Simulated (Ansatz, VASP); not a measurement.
Two plane-wave programs on HRh16

```
CELL_PARAMETERS angstrom
-3.82963 3.82963 3.82963
3.82963 -3.82963 3.82963
3.82963 3.82963 -3.82963
ATOMIC_POSITIONS crystal
Rh 0.99975 0.00493 0.00483
Rh 0.99975 0.25027 0.75021
Rh 0.99986 0.49579 0.49556
Rh 0.99984 0.75043 0.25025
Rh 0.25429 0.00492 0.75021
Rh 0.24981 0.25033 0.50021
Rh 0.24981 0.50031 0.25022
Rh 0.25441 0.75034 0.00485
Rh 0.49979 0.00032 0.50020
Rh 0.49983 0.25035 0.25016
Rh 0.49973 0.50026 0.00018
Rh 0.49973 0.75029 0.75018
Rh 0.74977 0.00034 0.25021
Rh 0.74971 0.25025 0.00022
Rh 0.74516 0.49568 0.75025
Rh 0.74520 0.75041 0.49559
H 0.99888 0.74879 0.75016
```

Alike in both runs: functional PBE; k mesh 3 × 3 × 3; occupations methfessel-paxton of order 1, width 0.1 eV; no spin polarisation.

Ansatz relaxed the structure, and its values are those at the end. VASP's run is a single point on that final structure, the one shown.

|  | VASP | Ansatz |
| --- | --- | --- |
| version | VASP 6.6.1 | Ansatz 0.2.0 |
| potentials or method | VASP PAW PBE potentials, release 64 (Rh_pv, H), cutoff 520 eV | plane-wave PAW DFT |
| valence electrons in the cell | 241 | 273 |

```tsv
	VASP	Ansatz	Ansatz less VASP
rms of the force components (eV/Å)	0.004	0.003	-0.0009
```

VASP's potentials hold 241 valence electrons a cell and Ansatz's 273, so a difference there can come from the potentials and not from the codes.

The k mesh is coarse, so the values compare programs but aren't converged.
